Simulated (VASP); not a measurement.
# SiC (P6_3mc) in VASP: settings compared

SiC is run at these levels: PBE, LDA; tasks: single point.

Program: VASP 6.6.1. These are calculated values, not measurements. Logs are shortened: lines on timing, memory, paths and dates and some standing lists are left out, and cuts for length are marked.

### Step 1. The cell of the first run

The structure is hexagonal, space group P6_3mc (No. 186). Conventional cell: a = 3.092 Å, b = 3.092 Å, c = 5.074 Å, α = 90.00°, β = 90.00°, γ = 120.00°. Within 2.5 Å of Si (site symmetry 3m) lie 4 C at 1.89 to 1.91 Å. C (site symmetry 3m) has 4 Si at 1.89 to 1.91 Å within 2.5 Å.

### Step 2. Single point, PBE

File INCAR:

```
PREC = Accurate
ENCUT = 520
EDIFF = 1E-6
ISMEAR = 0
SIGMA = 0.01
LREAL = Auto
LASPH = T
NELM = 80
ALGO = Normal
ISIF = 2
LWAVE = F
LCHARG = F
GGA = PE
NBANDS = 186
```

File KPOINTS:

```
Automatic mesh
0
Gamma
  1 1 1
```

File POSCAR:

```
SiC
1.0
    4.6379047771     -8.0330867146      0.0000000000
    4.6379047771      8.0330867146      0.0000000000
    0.0000000000      0.0000000000     10.1485845747
Si C
36 36
Direct
    0.5555555556      0.1111111111      0.2497908535
    0.5555555556      0.1111111111      0.7497908535
    0.2222222222      0.1111111111      0.2497908535
    0.2222222222      0.1111111111      0.7497908535
    0.8888888889      0.1111111111      0.2497908535
    0.8888888889      0.1111111111      0.7497908535
    0.5555555556      0.4444444444      0.2497908535
    0.5555555556      0.4444444444      0.7497908535
    0.2222222222      0.4444444444      0.2497908535
    0.2222222222      0.4444444444      0.7497908535
    0.8888888889      0.4444444444      0.2497908535
    0.8888888889      0.4444444444      0.7497908535
    0.5555555556      0.7777777778      0.2497908535
    0.5555555556      0.7777777778      0.7497908535
    0.2222222222      0.7777777778      0.2497908535
    0.2222222222      0.7777777778      0.7497908535
    0.8888888889      0.7777777778      0.2497908535
    0.8888888889      0.7777777778      0.7497908535
    0.7777777778      0.2222222222      0.4997908535
    0.7777777778      0.2222222222      0.9997908535
    0.4444444444      0.2222222222      0.4997908535
    0.4444444444      0.2222222222      0.9997908535
    0.1111111111      0.2222222222      0.4997908535
    0.1111111111      0.2222222222      0.9997908535
    0.7777777778      0.5555555556      0.4997908535
    0.7777777778      0.5555555556      0.9997908535
    0.4444444444      0.5555555556      0.4997908535
    0.4444444444      0.5555555556      0.9997908535
    0.1111111111      0.5555555556      0.4997908535
    0.1111111111      0.5555555556      0.9997908535
    0.7777777778      0.8888888889      0.4997908535
    0.7777777778      0.8888888889      0.9997908535
    0.4444444444      0.8888888889      0.4997908535
    0.4444444444      0.8888888889      0.9997908535
    0.1111111111      0.8888888889      0.4997908535
    0.1111111111      0.8888888889      0.9997908535
    0.5555555556      0.1111111111      0.4377091465
    0.5555555556      0.1111111111      0.9377091465
    0.2222222222      0.1111111111      0.4377091465
    0.2222222222      0.1111111111      0.9377091465
    0.8888888889      0.1111111111      0.4377091465
    0.8888888889      0.1111111111      0.9377091465
    0.5555555556      0.4444444444      0.4377091465
    0.5555555556      0.4444444444      0.9377091465
    0.2222222222      0.4444444444      0.4377091465
    0.2222222222      0.4444444444      0.9377091465
    0.8888888889      0.4444444444      0.4377091465
    0.8888888889      0.4444444444      0.9377091465
    0.5555555556      0.7777777778      0.4377091465
    0.5555555556      0.7777777778      0.9377091465
    0.2222222222      0.7777777778      0.4377091465
    0.2222222222      0.7777777778      0.9377091465
    0.8888888889      0.7777777778      0.4377091465
    0.8888888889      0.7777777778      0.9377091465
    0.7777777778      0.2222222222      0.1877091465
    0.7777777778      0.2222222222      0.6877091465
    0.4444444444      0.2222222222      0.1877091465
    0.4444444444      0.2222222222      0.6877091465
    0.1111111111      0.2222222222      0.1877091465
    0.1111111111      0.2222222222      0.6877091465
    0.7777777778      0.5555555556      0.1877091465
    0.7777777778      0.5555555556      0.6877091465
    0.4444444444      0.5555555556      0.1877091465
    0.4444444444      0.5555555556      0.6877091465
    0.1111111111      0.5555555556      0.1877091465
    0.1111111111      0.5555555556      0.6877091465
    0.7777777778      0.8888888889      0.1877091465
    0.7777777778      0.8888888889      0.6877091465
    0.4444444444      0.8888888889      0.1877091465
    0.4444444444      0.8888888889      0.6877091465
    0.1111111111      0.8888888889      0.1877091465
    0.1111111111      0.8888888889      0.6877091465
```

Potentials or basis: VASP PAW PBE potentials, release 64 (Si, C).

Launch:

```sh
$ cat potpaw_PBE.64/Si/POTCAR potpaw_PBE.64/C/POTCAR > POTCAR
$ mpirun -np 1 vasp_gam > vasp.out
```

OUTCAR:

```text
PREC = Accurate
   ENCUT = 520
   EDIFF = 1E-6
   ISMEAR = 0
   LREAL = Auto
   LASPH = T
   NELM = 80
   ISIF = 2
   GGA = PE

 ion  position               nearest neighbor table
   1  0.556  0.111  0.250-  55 1.89  69 1.89  57 1.89  37 1.91   5 3.09   7 3.09  13 3.09  11 3.09
                            15 3.09   3 3.09  19 3.10  20 3.10  33 3.10  34 3.10  21 3.10  22 3.10
   2  0.556  0.111  0.750-  56 1.89  70 1.89  58 1.89  38 1.91   6 3.09   8 3.09  14 3.09  12 3.09
                            16 3.09   4 3.09  19 3.10  20 3.10  33 3.10  34 3.10  21 3.10  22 3.10
   3  0.222  0.111  0.250-  59 1.89  57 1.89  71 1.89  39 1.91   9 3.09   5 3.09  15 3.09  17 3.09
                             7 3.09   1 3.09  23 3.10  24 3.10  21 3.10  22 3.10  35 3.10  36 3.10
   4  0.222  0.111  0.750-  60 1.89  58 1.89  72 1.89  40 1.91  10 3.09   6 3.09  16 3.09  18 3.09
                             8 3.09   2 3.09  23 3.10  24 3.10  21 3.10  22 3.10  35 3.10  36 3.10
   5  0.889  0.111  0.250-  55 1.89  59 1.89  67 1.89  41 1.91   1 3.09  11 3.09   3 3.09  17 3.09
                            13 3.09   9 3.09  19 3.10  20 3.10  23 3.10  24 3.10  31 3.10  32 3.10
   6  0.889  0.111  0.750-  56 1.89  60 1.89  68 1.89  42 1.91   2 3.09  12 3.09   4 3.09  18 3.09
                            14 3.09  10 3.09  19 3.10  20 3.10  23 3.10  24 3.10  31 3.10  32 3.10
   7  0.556  0.444  0.250-  57 1.89  61 1.89  63 1.89  43 1.91   1 3.09  11 3.09   3 3.09  17 3.09
                            13 3.09   9 3.09  21 3.10  22 3.10  25 3.10  26 3.10  27 3.10  28 3.10
   8  0.556  0.444  0.750-  58 1.89  62 1.89  64 1.89  44 1.91   2 3.09  12 3.09   4 3.09  18 3.09
                            14 3.09  10 3.09  21 3.10  22 3.10  25 3.10  26 3.10  27 3.10  28 3.10
   9  0.222  0.444  0.250-  59 1.89  63 1.89  65 1.89  45 1.91   3 3.09  11 3.09   5 3.09   7 3.09
[... 98 lines left out ...]
 A1 = (   4.6379047771,  -8.0330867146,   0.0000000000)
 A2 = (   4.6379047771,   8.0330867146,   0.0000000000)
 A3 = (   0.0000000000,   0.0000000000,  10.1485845747)

Analysis of symmetry for initial positions (statically):
=====================================================================
 Subroutine PRICEL returns following result:

  LATTYP: Found a hexagonal cell.
 ALAT       =     3.0919365178
 C/A-ratio  =     1.6411372802

  Lattice vectors:

 A1 = (   1.5459682589,  -2.6776955713,   0.0000000000)
 A2 = (   1.5459682589,   2.6776955713,   0.0000000000)
 A3 = (   0.0000000000,   0.0000000000,   5.0742922873)

  18 primitive cells build up your supercell.

 Routine SETGRP: Setting up the symmetry group for a
 hexagonal supercell.

 Subroutine GETGRP returns: Found 12 space group operations
 (whereof  6 operations were pure point group operations)
 out of a pool of 24 trial point group operations.

The static configuration has the point symmetry C_3v.
 The point group associated with its full space group is C_6v.

Analysis of symmetry for dynamics (positions and initial velocities):
=====================================================================
 Subroutine PRICEL returns following result:

  LATTYP: Found a hexagonal cell.
 ALAT       =     3.0919365178
 C/A-ratio  =     1.6411372802

  Lattice vectors:

 A1 = (   1.5459682589,  -2.6776955713,   0.0000000000)
 A2 = (   1.5459682589,   2.6776955713,   0.0000000000)
 A3 = (   0.0000000000,   0.0000000000,   5.0742922873)

  18 primitive cells build up your supercell.

 Routine SETGRP: Setting up the symmetry group for a
 hexagonal supercell.

 Subroutine GETGRP returns: Found 12 space group operations
 (whereof  6 operations were pure point group operations)
 out of a pool of 24 trial point group operations.

The dynamic configuration has the point symmetry C_3v.
 The point group associated with its full space group is C_6v.

 Subroutine INISYM returns: Found 12 space group operations
[... 39 lines left out ...]

  Cartesian coordinates                     Fractional coordinates (reciprocal lattice)
     0.107807302 -0.062242575  0.000000000     1.000000000 -0.000000000  0.000000000
     0.107807302  0.062242575  0.000000000    -0.000000000  1.000000000  0.000000000
     0.000000000  0.000000000  0.098535908     0.000000000  0.000000000  1.000000000

  Length of vectors
     0.124485149  0.124485149  0.098535908

  Shift w.r.t. Gamma in fractional coordinates (k-lattice)
     0.000000000  0.000000000  0.000000000

 Subroutine IBZKPT returns following result:
 ===========================================

 Found      1 irreducible k-points:

 Following reciprocal coordinates:
            Coordinates               Weight
  0.000000  0.000000  0.000000      1.000000
   k-points           NKPTS =      1   k-points in BZ     NKDIM =      1   number of bands    NBANDS=    186
   number of dos      NEDOS =    301   number of ions     NIONS =     72
   total plane-waves  NPLWV = 392000
   dimension x,y,z NGX =    70 NGY =   70 NGZ =   80
   dimension x,y,z NGXF=   140 NGYF=  140 NGZF=  160
   ions per type =              36  36
   NGX,Y,Z   is equivalent  to a cutoff of  12.55, 12.55, 13.10 a.u.
   NGXF,Y,Z  is equivalent  to a cutoff of  25.09, 25.09, 26.21 a.u.
 SYSTEM =  unknown system
   PREC   = accura    normal or accurate (medium, high low for compatibility)
   ISTART =      0    job   : 0-new  1-cont  2-samecut
   ICHARG =      2    charge: 1-file 2-atom 10-const
   ISPIN  =      1    spin polarized calculation?
   LNONCOLLINEAR =      F non collinear calculations
   LSORBIT =      F    spin-orbit coupling
   LASPH  =      T    aspherical Exc in radial PAW
   ENCUT  =  520.0 eV  38.22 Ry    6.18 a.u.  17.25 17.25 18.87*2*pi/ulx,y,z
   NELM   =     80;   NELMIN=  2; NELMDL= -5     # of ELM steps
   EDIFF  = 0.1E-05   stopping-criterion for ELM
   LREAL  =      T    real-space projection
   EDIFFG = 0.1E-04   stopping-criterion for IOM
   NSW    =      0    number of steps for IOM
   IBRION =     -1    ionic relax: 0-MD 1-quasi-New 2-CG
   NFREE  =      0    steps in history (QN), initial steepest desc. (CG)
   ISIF   =      2    stress and relaxation
   ISYM   =      2    0-nonsym 1-usesym 2-fastsym
   POTIM  = 0.5000    time-step for ionic-motion
   TEBEG  =    0.0;   TEEND  =   0.0 temperature during run
   PSTRESS=    0.0 pullay stress
   NELECT =     288.0000    total number of electrons
   NUPDOWN=      -1.0000    fix difference up-down
   EMIN   =  10.00;   EMAX   =-10.00  energy-range for DOS
   EFERMI =   0.00;   METHOD = LEGACY
   ISMEAR =     0;   SIGMA  =   0.01  broadening in eV -4-tet -1-fermi 0-gaus
   EFERMI_NEDOS =   21; number of points for ismear=-14 and -15
   IALGO  =     38    algorithm
   IMIX   =      4    mixing-type and parameters
     AMIX     =   0.40;   BMIX     =  1.00
     AMIX_MAG =   1.60;   BMIX_MAG =  1.00
  volume/ion in A,a.u.               =      10.50        70.88
  Fermi-wavevector in a.u.,A,eV,Ry     =   1.186658  2.242459 19.159157  1.408158
  Thomas-Fermi vector in A             =   2.322826
   LORBIT       =      0    0 simple, 1 ext, 2 COOP (PROOUT), +10 PAW based schemes
   GGA     = PE    functional components
   LHFCALC =     F    Hartree Fock is set to
   AEXX    =    0.0000 exact exchange contribution
   IVDW    =     0    specifies the selected vdW correction
   LEPSILON=     F    determine dielectric tensor
   LRPA    =     F    only Hartree local field effects (RPA)
 non-spin polarized calculation
 Gauss-broadening in eV      SIGMA  =   0.01
  energy-cutoff  :      520.00
  volume of cell :      756.21
 maximum number of plane-waves:     10189
 NGX is ok and might be reduce to    70
   NGX = 35   NGY = 35   NGZ = 37

 number of electron     288.0000005 magnetization

 Free energy of the ion-electron system (eV)
  ---------------------------------------------------
  ext. energy  EPLUGINS =         0.00000000
  ---------------------------------------------------
  free energy    TOTEN  =      -532.98522437 eV

  energy without entropy =     -532.98522437  energy(sigma->0) =     -532.98522437

 E-fermi :   8.2223     XC(G=0): -11.2583

 val. band max:        8.1720165982   @ k =   0.0000   0.0000   0.0000
 cond. band min:      10.4041643318   @ k =   0.0000   0.0000   0.0000
 fundamental gap:      2.2321477337
 Fermi energy:         8.2223138844

 k-point     1 :       0.0000    0.0000    0.0000
  band No.  band energies     occupation
      1      -7.3145      2.00000
      2      -6.1318      2.00000
      3      -6.1318      2.00000
      4      -5.4857      2.00000
      5      -5.4857      2.00000
      6      -5.4857      2.00000
[... 148 lines left out ...]
    155      11.8947      0.00000
    156      11.8947      0.00000
 [bands above 156 left out]

------------------------ aborting loop because EDIFF is reached ----------------------------------------

  FORCE on cell =-STRESS in cart. coord.  units (eV):
  Direction    XX          YY          ZZ          XY          YZ          ZX
  --------------------------------------------------------------------------------------
  -------------------------------------------------------------------------------------
  Total        8.4562542      8.4562542     -6.9357115      0.0000000      0.0000000      0.0000000
  in kB       17.9163220     17.9163220    -14.6947380      0.0000000      0.0000000      0.0000000
  external PRESSURE =       7.0459687 kB  Pullay stress =       0.0000000 kB

 VOLUME and BASIS-vectors are now :
 -----------------------------------------------------------------------------
  energy-cutoff  :      520.00
  volume of cell :      756.21
      direct lattice vectors                 reciprocal lattice vectors
     4.637904777 -8.033086715  0.000000000     0.107807302 -0.062242575  0.000000000
     4.637904777  8.033086715  0.000000000     0.107807302  0.062242575  0.000000000
     0.000000000  0.000000000 10.148584575     0.000000000  0.000000000  0.098535908

 POSITION                                       TOTAL-FORCE (eV/Angst)
 -----------------------------------------------------------------------------------
      3.09194     -3.57026      2.53502        -0.000000      0.000000     -0.154575
      3.09194     -3.57026      7.60932        -0.000000      0.000000     -0.154575
      1.54597     -0.89257      2.53502        -0.000000      0.000000     -0.154575
      1.54597     -0.89257      7.60932        -0.000000      0.000000     -0.154575
      4.63790     -6.24796      2.53502        -0.000000      0.000000     -0.154575
      4.63790     -6.24796      7.60932         0.000000      0.000000     -0.154575
[... 64 lines left out ...]
      4.63790      6.24796      1.90498         0.000000      0.000000      0.154575
      4.63790      6.24796      6.97927         0.000000      0.000000      0.154575
 -----------------------------------------------------------------------------------
    total drift:                                0.000000      0.000000     -0.001816

  FREE ENERGIE OF THE ION-ELECTRON SYSTEM (eV)
  ---------------------------------------------------
  free  energy   TOTEN  =      -532.9852243694 eV

  energy  without entropy=     -532.9852243694  energy(sigma->0) =     -532.98522437
```

It took 3.7 min on 1 thread of Intel Xeon 6975P-C (Granite Rapids), shared host; peak memory 0.72 GiB.

What came out:

```
Free energy            : -532.9852 eV
Pressure               : 0.7 GPa
Largest force          : 0.155 eV/Å
Band gap on the k mesh : 2.23 eV
```

Forces in eV/Å, atoms in the order of the input:
```
Si   0.000  0.000 -0.155
Si   0.000  0.000 -0.155
Si   0.000  0.000 -0.155
Si   0.000  0.000 -0.155
Si   0.000  0.000 -0.155
Si   0.000  0.000 -0.155
Si   0.000  0.000 -0.155
Si   0.000  0.000 -0.155
Si   0.000  0.000 -0.155
Si   0.000  0.000 -0.155
Si   0.000  0.000 -0.155
Si   0.000  0.000 -0.155
Si   0.000  0.000 -0.155
Si   0.000  0.000 -0.155
Si   0.000  0.000 -0.155
Si   0.000  0.000 -0.155
Si   0.000  0.000 -0.155
Si   0.000  0.000 -0.155
Si   0.000  0.000 -0.155
Si   0.000  0.000 -0.155
Si   0.000  0.000 -0.155
Si   0.000  0.000 -0.155
Si   0.000  0.000 -0.155
Si   0.000  0.000 -0.155
Si   0.000  0.000 -0.155
Si   0.000  0.000 -0.155
Si   0.000  0.000 -0.155
Si   0.000  0.000 -0.155
Si   0.000  0.000 -0.155
Si   0.000  0.000 -0.155
Si   0.000  0.000 -0.155
Si   0.000  0.000 -0.155
Si   0.000  0.000 -0.155
Si   0.000  0.000 -0.155
Si   0.000  0.000 -0.155
Si   0.000  0.000 -0.155
C    0.000  0.000  0.155
C    0.000  0.000  0.155
C    0.000  0.000  0.155
C    0.000  0.000  0.155
C    0.000  0.000  0.155
C    0.000  0.000  0.155
C    0.000  0.000  0.155
C    0.000  0.000  0.155
C    0.000  0.000  0.155
C    0.000  0.000  0.155
C    0.000  0.000  0.155
C    0.000  0.000  0.155
C    0.000  0.000  0.155
C    0.000  0.000  0.155
C    0.000  0.000  0.155
C    0.000  0.000  0.155
C    0.000  0.000  0.155
C    0.000  0.000  0.155
C    0.000  0.000  0.155
C    0.000  0.000  0.155
C    0.000  0.000  0.155
C    0.000  0.000  0.155
C    0.000  0.000  0.155
C    0.000  0.000  0.155
C    0.000  0.000  0.155
C    0.000  0.000  0.155
C    0.000  0.000  0.155
C    0.000  0.000  0.155
C    0.000  0.000  0.155
C    0.000  0.000  0.155
C    0.000  0.000  0.155
C    0.000  0.000  0.155
C    0.000  0.000  0.155
C    0.000  0.000  0.155
C    0.000  0.000  0.155
C    0.000  0.000  0.155
```

Levels at points of the mesh, in eV from the valence-band top:
| k point | band 142 | band 143 | band 144 | band 145 | band 146 | band 147 |
| --- | --- | --- | --- | --- | --- | --- |
| (0.00, 0.00, 0.00) | -0.12 | 0.00 | 0.00 | 2.23 | 2.23 | 3.26 |

Caveat: the k points lie up to 0.78 Å⁻¹ apart.

(Continued in part 2 of 2.)
